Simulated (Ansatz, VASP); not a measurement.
## One calculation of Zn3F, two programs

The input INCAR:

```
ALGO     = Normal         # electronic algorithm
EDIFF    = 1E-6           # SCF threshold, eV
ENCUT    = 520            # plane-wave cutoff, eV
GGA      = PE             # functional
ISIF     = 2              # what is computed and relaxed
ISMEAR   = 0              # smearing method
ISPIN    = 2              # spin polarisation
LASPH    = T              # aspherical terms in the spheres
LCHARG   = F              # write CHGCAR
LORBIT   = 11             # projections on sites
LREAL    = F              # projectors in reciprocal space
LWAVE    = F              # write WAVECAR
MAGMOM   = 0 0 0 1        # initial moments
NBANDS   = 34             # bands
NELM     = 150            # most SCF steps
PREC     = Accurate       # precision mode
SIGMA    = 0.1            # smearing width, eV
```

KPOINTS

```
k-points
0
Gamma
  4 4 6
```

File POSCAR:

```
Zn3F
1.0
    4.8675274335      0.0000000000      0.0000000000
    0.0000000000      4.8675274335      0.0000000000
    0.0000000000      0.0000000000      2.6815174951
Zn F
3 1
Direct
    0.0000000000      0.0000000000      0.5000000000
    0.0000000000      0.5000000000      0.5000000000
    0.5000000000      0.0000000000      0.5000000000
    0.5000000000      0.5000000000      0.0000000000
```

Input for Ansatz:

```yaml
crystal:
  lattice:
    - [4.8675274335, 0.0, 0.0]
    - [0.0, 4.8675274335, 0.0]
    - [0.0, 0.0, 2.6815174951]
  atoms:
    - { symbol: Zn, position: [0.0, 0.0, 0.5] }
    - { symbol: Zn, position: [0.0, 0.5, 0.5] }
    - { symbol: Zn, position: [0.5, 0.0, 0.5] }
    - { symbol: F, position: [0.5, 0.5, 0.0], spin: 1.0 }
basis:
  ecutwfc: 420
kpoints:
  mp_grid: { grid: [4, 4, 6] }
hamiltonian:
  xc: pbe
scf:
  occupations: { method: gaussian, width: 0.1 }
  lower_state_search: "off"
output:
  forces: true
  stress: true
  eigenvalues: true
  populations: true
magnetization:
  spin_polarized: true
```

Alike in both runs: task single point; functional PBE; k mesh 4 × 4 × 6; occupations gaussian, width 0.1 eV; collinear spin.

|  | VASP | Ansatz |
| --- | --- | --- |
| version | VASP 6.6.1 | Ansatz 0.2.0 |
| potentials or method | VASP PAW PBE potentials, release 64 (Zn, F), cutoff 520 eV | scalar-relativistic, plane waves, PAW |
| valence electrons in the cell | 43 | 43 |

```csv
,VASP,Ansatz,Ansatz less VASP
gap on the k mesh at the Fermi level (eV),none,none,-
pressure (GPa),0.0,-0.1,-0.10
"traceless stress, the component that is largest in VASP (GPa)",0.09,0.18,+0.095
net moment per atom (μB),0.00,0.00,0.000
```

A gap of «none» marks a metal or a gap that the smearing closes. The functional is the same, so the differences come from potentials, cutoffs and numerics. Ansatz's warnings: seeded moment not kept.

The k mesh is coarse, so the values compare programs but aren't converged.
